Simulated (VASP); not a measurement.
Wanted: the native input for a VASP 6.6.1 run.

| Property | Result |
| --- | --- |
| Task | single point |
| Functional | PBE |
| Dispersion | D3(BJ) |
| Potentials or basis | VASP PAW PBE potentials, release 64 (As_d) |
| Cutoff | 400 eV |
| k mesh | 9 × 9 × 1 |
| Occupations | gaussian, width 0.05 eV |
| Spin | no spin polarisation |
| Dipole correction | yes |
| Further INCAR settings | ALGO = Normal; EDIFF = 1e-06; NBANDS = 38; NELMDL = -8 |

The structure of As lies in POSCAR:

```
As
1.0
    3.5713380906      0.0000000000      0.0000000000
   -1.7856690453      3.0928695120      0.0000000000
    0.0000000000      0.0000000000     20.2952802043
As
4
Direct
    0.3333333333      0.6666666667      0.2905917062
    0.6666666667      0.3333333333      0.2217264287
    1.0000000000      0.3333333333      0.5033327996
    0.6666666667      0.6666666667      0.4344675222
```

This cell differs from its parent crystal: layers slid over each other.

The input as run:

INCAR

```
PREC = Accurate
ENCUT = 400
EDIFF = 1E-6
ISMEAR = 0
SIGMA = 0.05
LREAL = False
LASPH = True
NELM = 120
ALGO = Normal
ISIF = 2
LWAVE = False
LCHARG = False
LDIPOL = True
IDIPOL = 3
DIPOL = 0.5 0.5 0.363
GGA = PE
IVDW = 12
NBANDS = 38
GGA_COMPAT = False
NELMDL = -8
```

KPOINTS

```
Automatic mesh
0
Gamma
  9 9 1
```

Potentials or basis: VASP PAW PBE potentials, release 64 (As_d).

Run with:

```bash
$ cat potpaw_PBE.64/As_d/POTCAR > POTCAR
$ mpirun -np 1 vasp_std > vasp.out
```

It gave:

```yaml
Largest_force: 0.267 eV/Å
Dispersion_energy_per_atom: -0.287 eV
```

Caveat: the cell differs from its parent crystal (layers slid over each other).

It took 4.2 min on 1 thread of Intel(R) Xeon(R) Platinum 8259CL CPU @ 2.50GHz (Skylake/Cascade Lake) (shared host), peak memory 0.32 GiB.
